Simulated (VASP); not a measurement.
# Al (P6_3/mmc) in VASP: single point with PBE+D3(BJ)

Aim: the single point of Al with PBE+D3(BJ).

Program: VASP 6.6.1. These are calculated values, not measurements. Logs are shortened: lines on timing, memory, paths and dates and some standing lists are left out, and cuts for length are marked.

### 1 The cell of the first run

Symmetry: P6_3/mmc, No. 194, hexagonal system. Conventional cell: a = 2.814 Å, b = 2.814 Å, c = 9.241 Å, α = 90.00°, β = 90.00°, γ = 120.00°. Al (site symmetry -3m) has 12 Al at 2.81 to 2.82 Å within 3.7 Å. Within 3.7 Å of Al (site symmetry -6m2) lie 12 Al at 2.81 to 2.82 Å.

This isn't the form of Al at room conditions, which is fcc.

### 2 Single point, PBE+D3(BJ)

The input, INCAR:

```
SYSTEM = Al
PREC = Accurate
ENCUT = 520
EDIFF = 1E-6
ISMEAR = 0
SIGMA = 0.15
LREAL = .False.
LASPH = .True.
NELM = 80
ALGO = Normal
ISIF = 2
LWAVE = .False.
LCHARG = .True.
GGA = PE
IVDW = 12
LELF = .True.
LVHAR = .True.
NBANDS = 14
```

The input, KPOINTS:

```
Automatic mesh
0
Gamma
  18 18 6
  0 0 0
```

The input, POSCAR:

```
Al
1.0
    2.8144222649      0.0000000000      0.0000000000
   -1.4072111325      2.4373611784      0.0000000000
    0.0000000000      0.0000000000      9.2410470711
Al
4
Direct
    0.0000000000      0.0000000000      0.0000000000
    0.3333333333      0.6666666667      0.2500000000
    0.0000000000      0.0000000000      0.5000000000
    0.6666666667      0.3333333333      0.7500000000
```

Potentials or basis: VASP PAW PBE potentials, release 64 (Al).

Launch:

```sh
> cat potpaw_PBE.64/Al/POTCAR > POTCAR
> mpirun -np 1 vasp_std > vasp.out
```

OUTCAR:

```text
SYSTEM = Al
   PREC = Accurate
   ENCUT = 520
   EDIFF = 1E-6
   ISMEAR = 0
   LREAL = .False.
   LASPH = .True.
   NELM = 80
   ISIF = 2
   GGA = PE
   IVDW = 12
 IVDW          = 12

 ion  position               nearest neighbor table
   1  0.000  0.000  0.000-   2 2.82   4 2.82   4 2.82   2 2.82   4 2.82   2 2.82
   2  0.333  0.667  0.250-   1 2.82   3 2.82   1 2.82   3 2.82   1 2.82   3 2.82
   3  0.000  0.000  0.500-   2 2.82   4 2.82   4 2.82   2 2.82   4 2.82   2 2.82
   4  0.667  0.333  0.750-   1 2.82   3 2.82   1 2.82   3 2.82   1 2.82   3 2.82

  LATTYP: Found a hexagonal cell.
 ALAT       =     2.8144222649
 C/A-ratio  =     3.2834614714

  Lattice vectors:

 A1 = (   2.8144222649,   0.0000000000,   0.0000000000)
 A2 = (  -1.4072111325,   2.4373611784,   0.0000000000)
 A3 = (   0.0000000000,   0.0000000000,   9.2410470711)

Analysis of symmetry for initial positions (statically):
=====================================================================
 Subroutine PRICEL returns:
 Original cell was already a primitive cell.

 Routine SETGRP: Setting up the symmetry group for a
 hexagonal supercell.

 Subroutine GETGRP returns: Found 24 space group operations
 (whereof 12 operations were pure point group operations)
 out of a pool of 24 trial point group operations.

The static configuration has the point symmetry D_3d.
 The point group associated with its full space group is D_6h.

Analysis of symmetry for dynamics (positions and initial velocities):
=====================================================================
 Subroutine PRICEL returns:
 Original cell was already a primitive cell.

 Routine SETGRP: Setting up the symmetry group for a
 hexagonal supercell.

 Subroutine GETGRP returns: Found 24 space group operations
 (whereof 12 operations were pure point group operations)
 out of a pool of 24 trial point group operations.

The dynamic configuration has the point symmetry D_3d.
 The point group associated with its full space group is D_6h.

 Subroutine INISYM returns: Found 24 space group operations
 (whereof 12 operations are pure point group operations),
 and found     1 'primitive' translations

----------------------------------------------------------------------------------------

                                     Primitive cell

  volume of cell :      63.3914

  direct lattice vectors                    reciprocal lattice vectors
     2.814422265  0.000000000  0.000000000     0.355312709  0.205139888  0.000000000
    -1.407211133  2.437361178  0.000000000     0.000000000  0.410279777  0.000000000
     0.000000000  0.000000000  9.241047071     0.000000000  0.000000000  0.108212846

  length of vectors
     2.814422265  2.814422265  9.241047071     0.410279777  0.410279777  0.108212846

  position of ions in fractional coordinates (direct lattice)
     0.000000000  0.000000000  0.000000000
     0.333333333  0.666666667  0.250000000
     0.000000000  0.000000000  0.500000000
     0.666666667  0.333333333  0.750000000

  ion indices of the primitive-cell ions
   primitive index   ion index
                 1           1
                 2           2
                 3           3
                 4           4

----------------------------------------------------------------------------------------

 KPOINTS: Automatic mesh

Automatic generation of k-mesh.
 Grid dimensions read from file:
 generate k-points for:   18   18    6

 Generating k-lattice:

  Cartesian coordinates                     Fractional coordinates (reciprocal lattice)
     0.019739595  0.011396660  0.000000000     0.055555556  0.000000000  0.000000000
     0.000000000  0.022793321  0.000000000     0.000000000  0.055555556  0.000000000
     0.000000000  0.000000000  0.018035474     0.000000000  0.000000000  0.166666667

  Length of vectors
     0.022793321  0.022793321  0.018035474

  Shift w.r.t. Gamma in fractional coordinates (k-lattice)
     0.000000000  0.000000000  0.000000000

 Subroutine IBZKPT returns following result:
 ===========================================

 Found    148 irreducible k-points:

 Following reciprocal coordinates:
            Coordinates               Weight
  0.000000  0.000000  0.000000      1.000000
  0.055556  0.000000  0.000000      6.000000
  0.111111  0.000000  0.000000      6.000000
  0.166667  0.000000  0.000000      6.000000
  0.222222  0.000000  0.000000      6.000000
  0.277778  0.000000  0.000000      6.000000
[... 16 lines left out ...]
  0.333333  0.111111  0.000000     12.000000
  0.388889  0.111111  0.000000     12.000000
 [... further k-points ...]
   k-points           NKPTS =    148   k-points in BZ     NKDIM =    148   number of bands    NBANDS=     14
   number of dos      NEDOS =    301   number of ions     NIONS =      4
   total plane-waves  NPLWV =  40320
   dimension x,y,z NGX =    24 NGY =   24 NGZ =   70
   dimension x,y,z NGXF=    48 NGYF=   48 NGZF=  140
   ions per type =               4
   NGX,Y,Z   is equivalent  to a cutoff of  14.18, 14.18, 12.59 a.u.
   NGXF,Y,Z  is equivalent  to a cutoff of  28.35, 28.35, 25.19 a.u.
 SYSTEM =  Al
   PREC   = accura    normal or accurate (medium, high low for compatibility)
   ISTART =      0    job   : 0-new  1-cont  2-samecut
   ICHARG =      2    charge: 1-file 2-atom 10-const
   ISPIN  =      1    spin polarized calculation?
   LNONCOLLINEAR =      F non collinear calculations
   LSORBIT =      F    spin-orbit coupling
   LASPH  =      T    aspherical Exc in radial PAW
   ENCUT  =  520.0 eV  38.22 Ry    6.18 a.u.   5.23  5.23 17.18*2*pi/ulx,y,z
   NELM   =     80;   NELMIN=  2; NELMDL= -5     # of ELM steps
   EDIFF  = 0.1E-05   stopping-criterion for ELM
   LREAL  =      F    real-space projection
   EDIFFG = 0.1E-04   stopping-criterion for IOM
   NSW    =      0    number of steps for IOM
   IBRION =     -1    ionic relax: 0-MD 1-quasi-New 2-CG
   NFREE  =      0    steps in history (QN), initial steepest desc. (CG)
   ISIF   =      2    stress and relaxation
   ISYM   =      2    0-nonsym 1-usesym 2-fastsym
   POTIM  = 0.5000    time-step for ionic-motion
   TEBEG  =    0.0;   TEEND  =   0.0 temperature during run
   PSTRESS=    0.0 pullay stress
   NELECT =      12.0000    total number of electrons
   NUPDOWN=      -1.0000    fix difference up-down
   EMIN   =  10.00;   EMAX   =-10.00  energy-range for DOS
   EFERMI =   0.00;   METHOD = LEGACY
   ISMEAR =     0;   SIGMA  =   0.15  broadening in eV -4-tet -1-fermi 0-gaus
   EFERMI_NEDOS =   21; number of points for ismear=-14 and -15
   IALGO  =     38    algorithm
   IMIX   =      4    mixing-type and parameters
     AMIX     =   0.40;   BMIX     =  1.00
     AMIX_MAG =   1.60;   BMIX_MAG =  1.00
  volume/ion in A,a.u.               =      15.85       106.95
  Fermi-wavevector in a.u.,A,eV,Ry     =   0.939994  1.776331 12.021957  0.883589
  Thomas-Fermi vector in A             =   2.067362
   LORBIT       =      0    0 simple, 1 ext, 2 COOP (PROOUT), +10 PAW based schemes
   GGA     = PE    functional components
   LHFCALC =     F    Hartree Fock is set to
   AEXX    =    0.0000 exact exchange contribution
   IVDW    =    12    specifies the selected vdW correction
   LEPSILON=     F    determine dielectric tensor
   LRPA    =     F    only Hartree local field effects (RPA)
 non-spin polarized calculation
 Gauss-broadening in eV      SIGMA  =   0.15
  energy-cutoff  :      520.00
  volume of cell :       63.39
 maximum number of plane-waves:      1728
 NGX is ok and might be reduce to    24
   NGX = 11   NGY = 11   NGZ = 35

 number of electron      12.0000000 magnetization

 Free energy of the ion-electron system (eV)
  ---------------------------------------------------
  ext. energy  EPLUGINS =         0.00000000
  ---------------------------------------------------
  free energy    TOTEN  =       -14.91179327 eV

  energy without entropy =      -14.89444204  energy(sigma->0) =      -14.90311765

 E-fermi :   8.4176     XC(G=0): -10.3442

 val. band max:        8.3813690595   @ k =   0.3889   0.0556   0.0000
 cond. band min:       8.4262001148   @ k =   0.3889   0.1667   0.1667
 fundamental gap:      0.0448310553
 Fermi energy:         8.4175652790

 k-point     1 :       0.0000    0.0000    0.0000
  band No.  band energies     occupation
      1      -2.9901      2.00000
      2      -1.2704      2.00000
      3      -1.2645      2.00000
      4       3.6435      2.00000
      5       3.9246      2.00000
      6      11.8438      0.00000
      7      11.8561      0.00000
      8      19.4946      0.00000
      9      19.4946      0.00000
     10      19.6338      0.00000
     11      19.6338      0.00000
     12      20.5796      0.00000
     13      20.5826      0.00000
     14      20.7314      0.00000

 k-point     2 :       0.0556    0.0000    0.0000
  band No.  band energies     occupation
      1      -2.9132      2.00000
      2      -1.1945      2.00000
      3      -1.1887      2.00000
      4       3.7146      2.00000
      5       3.9994      2.00000
      6      11.9049      0.00000
      7      11.9198      0.00000
      8      17.8226      0.00000
      9      18.4506      0.00000
     10      19.1746      0.00000
     11      19.2556      0.00000
     12      19.7584      0.00000
     13      19.8523      0.00000
     14      19.8784      0.00000

 k-point     3 :       0.1111    0.0000    0.0000
  band No.  band energies     occupation
      1      -2.6829      2.00000
      2      -0.9670      2.00000
      3      -0.9612      2.00000
      4       3.9278      2.00000
      5       4.2231      2.00000
      6      12.0778      0.00000
      7      12.1058      0.00000
      8      15.7410      0.00000
      9      17.1175      0.00000
     10      17.2100      0.00000
     11      17.4701      0.00000
     12      18.9219      0.00000
     13      18.9227      0.00000
     14      18.9706      0.00000

 k-point     4 :       0.1667    0.0000    0.0000
  band No.  band energies     occupation
      1      -2.2998      2.00000
      2      -0.5886      2.00000
      3      -0.5831      2.00000
      4       4.2830      2.00000
      5       4.5926      2.00000
      6      12.2631      0.00000
      7      12.3838      0.00000
      8      13.7838      0.00000
      9      15.0539      0.00000
     10      15.1964      0.00000
     11      16.6209      0.00000
     12      17.9787      0.00000
     13      18.0829      0.00000
     14      18.0884      0.00000

 k-point     5 :       0.2222    0.0000    0.0000
  band No.  band energies     occupation
      1      -1.7654      2.00000
      2      -0.0609      2.00000
      3      -0.0557      2.00000
      4       4.7799      2.00000
      5       5.1011      2.00000
      6      11.3502      0.00000
      7      12.4256      0.00000
      8      12.9874      0.00000
      9      13.2201      0.00000
     10      13.6258      0.00000
     11      15.9037      0.00000
[... 276 lines left out ...]
 k-point    22 :       0.2778    0.1111    0.0000
  band No.  band energies     occupation
      1      -0.0243      2.00000
      2       1.6574      2.00000
      3       1.6606      2.00000
      4       6.4007      2.00000
      5       6.5741      2.00000
      6       8.1467      1.98933
      7       9.5447      0.00000
      8       9.6284      0.00000
      9      11.7299      0.00000
     10      13.1367      0.00000
     11      13.4464      0.00000
     12      14.1223      0.00000
     13      14.3449      0.00000
     14      15.2311      0.00000

 k-point    23 :       0.3333    0.1111    0.0000
  band No.  band energies     occupation
      1       0.9495      2.00000
      2       2.6161      2.00000
      3       2.6165      2.00000
      4       6.0965      2.00000
      5       7.2207      2.00000
      6       7.5640      2.00000
      7       8.0337      1.99970
      8       8.3284      1.59937
      9      11.3117      0.00000
     10      12.4057      0.00000
     11      12.8654      0.00000
     12      13.0925      0.00000
     13      13.5857      0.00000
     14      15.7363      0.00000

 k-point    24 :       0.3889    0.1111    0.0000
  band No.  band energies     occupation
      1       2.0633      2.00000
      2       3.6943      2.00000
      3       3.7023      2.00000
      4       4.6826      2.00000
      5       6.3672      2.00000
      6       6.3889      2.00000
      7       8.4606      0.68523
      8       8.9245      0.00000
      9      10.7991      0.00000
     10      11.0110      0.00000
     11      12.0915      0.00000
     12      12.8529      0.00000
     13      13.1414      0.00000
     14      16.5761      0.00000

 [... further k-points ...]

------------------------ aborting loop because EDIFF is reached ----------------------------------------

 Edisp (eV)   -1.40282

 E8    (eV) :    -0.6276

  FORCE on cell =-STRESS in cart. coord.  units (eV):
  Direction    XX          YY          ZZ          XY          YZ          ZX
  --------------------------------------------------------------------------------------
  -------------------------------------------------------------------------------------
  Total      -0.01223    -0.01223     0.00622     0.00000     0.00000     0.00000
  in kB      -0.30909    -0.30909     0.15732     0.00000     0.00000     0.00000
  external pressure =       -0.15 kB  Pullay stress =        0.00 kB

 VOLUME and BASIS-vectors are now :
 -----------------------------------------------------------------------------
  energy-cutoff  :      520.00
  volume of cell :       63.39
      direct lattice vectors                 reciprocal lattice vectors
     2.814422265  0.000000000  0.000000000     0.355312709  0.205139888  0.000000000
    -1.407211133  2.437361178  0.000000000     0.000000000  0.410279777  0.000000000
     0.000000000  0.000000000  9.241047071     0.000000000  0.000000000  0.108212846

 POSITION                                       TOTAL-FORCE (eV/Angst)
 -----------------------------------------------------------------------------------
      0.00000      0.00000      0.00000         0.000000      0.000000      0.000000
     -0.00000      1.62491      2.31026        -0.000000     -0.000000      0.000000
      0.00000      0.00000      4.62052         0.000000      0.000000      0.000000
      1.40721      0.81245      6.93079         0.000000      0.000000     -0.000000
 -----------------------------------------------------------------------------------
    total drift:                               -0.000000      0.000000      0.000000

  FREE ENERGIE OF THE ION-ELECTRON SYSTEM (eV)
  ---------------------------------------------------
  free  energy   TOTEN  =       -16.3146111502 eV

  energy  without entropy=      -16.2972599198  energy(sigma->0) =      -16.30593554
```

Wall time 88 s (1 thread of Intel Xeon 8259CL, shared host); peak memory 0.25 GiB.

What came out:

| Item | Value |
| --- | --- |
| Free energy | -16.3146 eV |
| Pressure | 0.0 GPa |
| Band gap on the k mesh | zero (bands 6 and 7 overlap by 5.51 eV) |
| Dispersion energy per atom | -0.351 eV |

Levels at points of the mesh, in eV from the Fermi level:
```
           k point  band 3  band 4  band 5  band 6  band 7  band 8  band 9  band 10
(0.00, 0.00, 0.00)   -9.68   -4.77   -4.49    3.43    3.44   11.08   11.08    11.22
(0.50, 0.00, 0.00)   -4.01   -3.96   -3.35   -3.28    0.82    1.26    1.35     1.69
(0.00, 0.00, 0.50)   -7.56   -7.56   -0.95   -0.95    8.38    8.38   11.41    11.41
(0.50, 0.00, 0.50)   -4.88   -4.88   -1.89   -1.89   -1.21   -1.21    4.66     4.66
```

The gap in the log of VASP goes by the Fermi energy; the results here count the filled bands.